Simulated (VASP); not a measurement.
# CsRuSe3 (Pm-3m) in VASP: single point with PBE

Aim: the single point of CsRuSe3 with PBE.

Everything below comes from runs of VASP 6.6.1. Logs are shortened: lines on timing, memory, paths and dates and some standing lists are left out, and cuts for length are marked.

## Step 1: The cell of the first run

It takes space group Pm-3m (No. 221, cubic). The conventional cell has a = 5.190 Å, b = 5.190 Å, c = 5.190 Å, α = 90.00°, β = 90.00°, γ = 90.00°. Within 4.8 Å of Cs (site symmetry m-3m) lie 12 Se at 3.67 Å and 8 Ru at 4.49 Å. Within 3.4 Å of Ru (site symmetry m-3m) lie 6 Se at 2.59 Å. Se (site symmetry 4/mmm) has 2 Ru at 2.59 Å within 3.4 Å.

## Step 2: Single point, PBE, collinear spin, ferromagnetic start

INCAR reads:

```
PREC = Accurate
ENCUT = 520
EDIFF = 1E-6
ISMEAR = 0
SIGMA = 0.1
LREAL = F
LASPH = T
NELM = 150
ALGO = Normal
ISIF = 2
LWAVE = F
LCHARG = T
ISPIN = 2
MAGMOM = 0 1 0 0 0
LORBIT = 11
LMAXMIX = 4
GGA = PE
LELF = T
LVHAR = T
NBANDS = 32
```

KPOINTS reads:

```
Automatic mesh
0
Gamma
  4 4 4
```

POSCAR reads:

```
CsRuSe3
1.0
    5.1898892600      0.0000000000      0.0000000000
    0.0000000000      5.1898892600      0.0000000000
    0.0000000000      0.0000000000      5.1898892600
Cs Ru Se
1 1 3
Direct
    0.5000000000      0.5000000000      0.5000000000
    0.0000000000      0.0000000000      0.0000000000
    0.5000000000      0.0000000000      0.0000000000
    0.0000000000      0.5000000000      0.0000000000
    0.0000000000      0.0000000000      0.5000000000
```

Potentials or basis: VASP PAW PBE potentials, release 64 (Cs_sv, Ru_pv, Se).

Started as:

```console
$ cat potpaw_PBE.64/Cs_sv/POTCAR potpaw_PBE.64/Ru_pv/POTCAR potpaw_PBE.64/Se/POTCAR > POTCAR
$ mpirun -np 1 vasp_std > vasp.out
```

OUTCAR:

```text
PREC = Accurate
   ENCUT = 520
   EDIFF = 1E-6
   ISMEAR = 0
   LREAL = F
   LASPH = T
   NELM = 150
   ISIF = 2
   ISPIN = 2
   LORBIT = 11
   GGA = PE

 ion  position               nearest neighbor table
   1  0.500  0.500  0.500-
   2  0.000  0.000  0.000-   3 2.59   4 2.59   5 2.59   5 2.59   4 2.59   3 2.59
   3  0.500  0.000  0.000-   2 2.59   2 2.59
   4  0.000  0.500  0.000-   2 2.59   2 2.59
   5  0.000  0.000  0.500-   2 2.59   2 2.59

  LATTYP: Found a simple cubic cell.
 ALAT       =     5.1898892600

  Lattice vectors:

 A1 = (   5.1898892600,   0.0000000000,   0.0000000000)
 A2 = (   0.0000000000,   5.1898892600,   0.0000000000)
 A3 = (   0.0000000000,   0.0000000000,   5.1898892600)

Analysis of symmetry for initial positions (statically):
=====================================================================
 Subroutine PRICEL returns:
 Original cell was already a primitive cell.

 Routine SETGRP: Setting up the symmetry group for a
 simple cubic supercell.

 Subroutine GETGRP returns: Found 48 space group operations
 (whereof 48 operations were pure point group operations)
 out of a pool of 48 trial point group operations.

The static configuration has the point symmetry O_h .

Analysis of symmetry for dynamics (positions and initial velocities):
=====================================================================
 Subroutine PRICEL returns:
 Original cell was already a primitive cell.

 Routine SETGRP: Setting up the symmetry group for a
 simple cubic supercell.

 Subroutine GETGRP returns: Found 48 space group operations
 (whereof 48 operations were pure point group operations)
 out of a pool of 48 trial point group operations.

The dynamic configuration has the point symmetry O_h .

Analysis of structural, dynamic, and magnetic symmetry:
=====================================================================
 Subroutine PRICEL returns:
 Original cell was already a primitive cell.

 Routine SETGRP: Setting up the symmetry group for a
 simple cubic supercell.

 Subroutine GETGRP returns: Found 48 space group operations
 (whereof 48 operations were pure point group operations)
 out of a pool of 48 trial point group operations.

The overall configuration has the point symmetry O_h .

 Subroutine INISYM returns: Found 48 space group operations
 (whereof 48 operations are pure point group operations),
 and found     1 'primitive' translations

----------------------------------------------------------------------------------------

                                     Primitive cell

  volume of cell :     139.7894

  direct lattice vectors                    reciprocal lattice vectors
     5.189889260  0.000000000  0.000000000     0.192682339  0.000000000  0.000000000
     0.000000000  5.189889260  0.000000000     0.000000000  0.192682339  0.000000000
     0.000000000  0.000000000  5.189889260     0.000000000  0.000000000  0.192682339

  length of vectors
     5.189889260  5.189889260  5.189889260     0.192682339  0.192682339  0.192682339

  position of ions in fractional coordinates (direct lattice)
     0.500000000  0.500000000  0.500000000
     0.000000000  0.000000000  0.000000000
     0.500000000  0.000000000  0.000000000
     0.000000000  0.500000000  0.000000000
     0.000000000  0.000000000  0.500000000

  ion indices of the primitive-cell ions
   primitive index   ion index
                 1           1
                 2           2
                 3           3
                 4           4
                 5           5

----------------------------------------------------------------------------------------

 KPOINTS: Automatic mesh

Automatic generation of k-mesh.
 Grid dimensions read from file:
 generate k-points for:    4    4    4

 Generating k-lattice:

  Cartesian coordinates                     Fractional coordinates (reciprocal lattice)
     0.048170585  0.000000000  0.000000000     0.250000000  0.000000000  0.000000000
     0.000000000  0.048170585  0.000000000     0.000000000  0.250000000  0.000000000
     0.000000000  0.000000000  0.048170585     0.000000000  0.000000000  0.250000000

  Length of vectors
     0.048170585  0.048170585  0.048170585

  Shift w.r.t. Gamma in fractional coordinates (k-lattice)
     0.000000000  0.000000000  0.000000000

 Subroutine IBZKPT returns following result:
 ===========================================

 Found     10 irreducible k-points:

 Following reciprocal coordinates:
            Coordinates               Weight
  0.000000  0.000000  0.000000      1.000000
  0.250000  0.000000  0.000000      6.000000
  0.500000  0.000000  0.000000      3.000000
  0.250000  0.250000  0.000000     12.000000
  0.500000  0.250000  0.000000     12.000000
  0.500000  0.500000  0.000000      3.000000
  0.250000  0.250000  0.250000      8.000000
  0.500000  0.250000  0.250000     12.000000
  0.500000  0.500000  0.250000      6.000000
  0.500000  0.500000  0.500000      1.000000
   k-points           NKPTS =     10   k-points in BZ     NKDIM =     10   number of bands    NBANDS=     32
   number of dos      NEDOS =    301   number of ions     NIONS =      5
   total plane-waves  NPLWV =  64000
   dimension x,y,z NGX =    40 NGY =   40 NGZ =   40
   dimension x,y,z NGXF=    80 NGYF=   80 NGZF=   80
   ions per type =               1   1   3
   NGX,Y,Z   is equivalent  to a cutoff of  12.81, 12.81, 12.81 a.u.
   NGXF,Y,Z  is equivalent  to a cutoff of  25.63, 25.63, 25.63 a.u.
 SYSTEM =  unknown system
   PREC   = accura    normal or accurate (medium, high low for compatibility)
   ISTART =      0    job   : 0-new  1-cont  2-samecut
   ICHARG =      2    charge: 1-file 2-atom 10-const
   ISPIN  =      2    spin polarized calculation?
   LNONCOLLINEAR =      F non collinear calculations
   LSORBIT =      F    spin-orbit coupling
   LASPH  =      T    aspherical Exc in radial PAW
   ENCUT  =  520.0 eV  38.22 Ry    6.18 a.u.   9.65  9.65  9.65*2*pi/ulx,y,z
   NELM   =    150;   NELMIN=  2; NELMDL= -5     # of ELM steps
   EDIFF  = 0.1E-05   stopping-criterion for ELM
   LREAL  =      F    real-space projection
   EDIFFG = 0.1E-04   stopping-criterion for IOM
   NSW    =      0    number of steps for IOM
   IBRION =     -1    ionic relax: 0-MD 1-quasi-New 2-CG
   NFREE  =      0    steps in history (QN), initial steepest desc. (CG)
   ISIF   =      2    stress and relaxation
   ISYM   =      2    0-nonsym 1-usesym 2-fastsym
   POTIM  = 0.5000    time-step for ionic-motion
   TEBEG  =    0.0;   TEEND  =   0.0 temperature during run
   PSTRESS=    0.0 pullay stress
   NELECT =      41.0000    total number of electrons
   NUPDOWN=      -1.0000    fix difference up-down
   EMIN   =  10.00;   EMAX   =-10.00  energy-range for DOS
   EFERMI =   0.00;   METHOD = LEGACY
   ISMEAR =     0;   SIGMA  =   0.10  broadening in eV -4-tet -1-fermi 0-gaus
   EFERMI_NEDOS =   21; number of points for ismear=-14 and -15
   IALGO  =     38    algorithm
   IMIX   =      4    mixing-type and parameters
     AMIX     =   0.40;   BMIX     =  1.00
     AMIX_MAG =   1.60;   BMIX_MAG =  1.00
  volume/ion in A,a.u.               =      27.96       188.67
  Fermi-wavevector in a.u.,A,eV,Ry     =   1.087706  2.055466 16.097100  1.183103
  Thomas-Fermi vector in A             =   2.223871
   LORBIT       =     11    0 simple, 1 ext, 2 COOP (PROOUT), +10 PAW based schemes
   GGA     = PE    functional components
   LHFCALC =     F    Hartree Fock is set to
   AEXX    =    0.0000 exact exchange contribution
   IVDW    =     0    specifies the selected vdW correction
   LEPSILON=     F    determine dielectric tensor
   LRPA    =     F    only Hartree local field effects (RPA)
 spin polarized calculation
 Gauss-broadening in eV      SIGMA  =   0.10
  energy-cutoff  :      520.00
  volume of cell :      139.79
 maximum number of plane-waves:      3840
 NGX is ok and might be reduce to    40
   NGX = 19   NGY = 19   NGZ = 19

 number of electron      41.0000004 magnetization       3.4075020

 Free energy of the ion-electron system (eV)
  ---------------------------------------------------
  ext. energy  EPLUGINS =         0.00000000
  ---------------------------------------------------
  free energy    TOTEN  =       -21.09628048 eV

  energy without entropy =      -21.06507153  energy(sigma->0) =      -21.08067601

 E-fermi :   2.7287     XC(G=0):  -9.3413

 val. band max:        2.7120625681   @ k =   0.5000   0.5000   0.2500
 cond. band min:       2.7339582415   @ k =   0.5000   0.2500   0.2500
 fundamental gap:      0.0218956734
 Fermi energy:         2.7286752621

 spin component 1

 k-point     1 :       0.0000    0.0000    0.0000
  band No.  band energies     occupation
      1     -40.7840      1.00000
      2     -40.7840      1.00000
      3     -40.7840      1.00000
      4     -17.5750      1.00000
      5     -10.2669      1.00000
      6      -9.2244      1.00000
[... 339 lines left out ...]
     31      10.5960      0.00000
     32      10.5960      0.00000
 Fermi energy:         2.7286752621

 spin component 2

 k-point     1 :       0.0000    0.0000    0.0000
  band No.  band energies     occupation
      1     -39.3478      1.00000
      2     -39.3478      1.00000
      3     -39.3478      1.00000
      4     -17.5525      1.00000
      5      -9.9249      1.00000
      6      -8.8481      1.00000
[... 339 lines left out ...]
     31      10.8886      0.00000
     32      10.8886      0.00000

------------------------ aborting loop because EDIFF is reached ----------------------------------------

  FORCE on cell =-STRESS in cart. coord.  units (eV):
  Direction    XX          YY          ZZ          XY          YZ          ZX
  --------------------------------------------------------------------------------------
  -------------------------------------------------------------------------------------
  Total       -1.5618590     -1.5618590     -1.5618590      0.0000000     -0.0000000      0.0000000
  in kB      -17.9010346    -17.9010346    -17.9010346      0.0000000     -0.0000000      0.0000000
  external PRESSURE =     -17.9010346 kB  Pullay stress =       0.0000000 kB

 VOLUME and BASIS-vectors are now :
 -----------------------------------------------------------------------------
  energy-cutoff  :      520.00
  volume of cell :      139.79
      direct lattice vectors                 reciprocal lattice vectors
     5.189889260  0.000000000  0.000000000     0.192682339  0.000000000  0.000000000
     0.000000000  5.189889260  0.000000000     0.000000000  0.192682339  0.000000000
     0.000000000  0.000000000  5.189889260     0.000000000  0.000000000  0.192682339

 POSITION                                       TOTAL-FORCE (eV/Angst)
 -----------------------------------------------------------------------------------
      2.59494      2.59494      2.59494         0.000000      0.000000      0.000000
      0.00000      0.00000      0.00000         0.000000      0.000000      0.000000
      2.59494      0.00000      0.00000         0.000000      0.000000      0.000000
      0.00000      2.59494      0.00000         0.000000      0.000000      0.000000
      0.00000      0.00000      2.59494         0.000000      0.000000      0.000000
 -----------------------------------------------------------------------------------
    total drift:                               -0.000000      0.000000     -0.000000

  FREE ENERGIE OF THE ION-ELECTRON SYSTEM (eV)
  ---------------------------------------------------
  free  energy   TOTEN  =       -21.0962804772 eV

  energy  without entropy=      -21.0650715328  energy(sigma->0) =      -21.08067601

 total charge

# of ion       s       p       d       tot
------------------------------------------
    1        1.837   4.696   0.051   6.583
    2        0.260   6.172   5.875  12.307
    3        1.473   2.253   0.028   3.754
    4        1.473   2.253   0.028   3.754
    5        1.473   2.253   0.028   3.754
--------------------------------------------------
tot          6.517  17.627   6.010  30.153

 magnetization (x)

# of ion       s       p       d       tot
------------------------------------------
    1        0.002   0.018   0.007   0.027
    2        0.028   0.010   1.822   1.860
    3        0.015   0.267   0.004   0.285
    4        0.015   0.267   0.004   0.285
    5        0.015   0.267   0.004   0.285
--------------------------------------------------
tot          0.074   0.829   1.840   2.743
```

It took 1.8 min on 1 thread of AMD EPYC 7R43 (Zen 3), shared host; peak memory 0.28 GiB.

What came out:

```yaml
Free_energy: -21.0963 eV
Pressure: -1.8 GPa
Net_moment: 3.41 μB per cell
Site_moments: Cs +0.03; Ru +1.86; Se +0.28 μB
Valence_electrons_inside_the_program's_atomic_spheres: Cs 6.58; Ru 12.31; Se 3.75
```

Levels at points of the mesh, in eV from the Fermi level:
Spin up:
| k point | band 19 | band 20 | band 21 | band 22 | band 23 | band 24 | band 25 | band 26 |
| --- | --- | --- | --- | --- | --- | --- | --- | --- |
| (0.00, 0.00, 0.00) | -0.96 | -0.96 | -0.96 | -0.05 | -0.05 | -0.05 | 3.23 | 4.25 |
| (0.50, 0.00, 0.00) | -1.40 | -0.56 | -0.56 | -0.04 | -0.04 | 0.45 | 5.95 | 6.01 |
| (0.50, 0.50, 0.00) | -0.65 | -0.62 | -0.26 | -0.26 | 0.18 | 3.82 | 6.52 | 6.57 |
| (0.50, 0.50, 0.50) | -0.25 | 0.24 | 0.24 | 0.24 | 3.85 | 3.85 | 5.17 | 5.17 |
Spin down:
```
           k point  band 14  band 15  band 16  band 17  band 18  band 19  band 20  band 21  band 22  band 23
(0.00, 0.00, 0.00)    -1.04    -1.04    -1.04    -0.48    -0.48    -0.48    -0.34    -0.34     0.31     0.31
(0.50, 0.00, 0.00)    -2.13    -2.13    -1.57    -1.05    -1.02    -0.33    -0.20    -0.20     0.96     0.96
(0.50, 0.50, 0.00)    -2.36    -2.36    -2.22    -0.81    -0.81     0.30     0.64     0.69     0.79     0.79
(0.50, 0.50, 0.50)    -2.84    -2.84    -2.84     0.76     0.76     0.76     0.93     0.93     0.93     4.53
```

Caveat: spin-orbit coupling is left out, which moves the levels of the heavy elements.
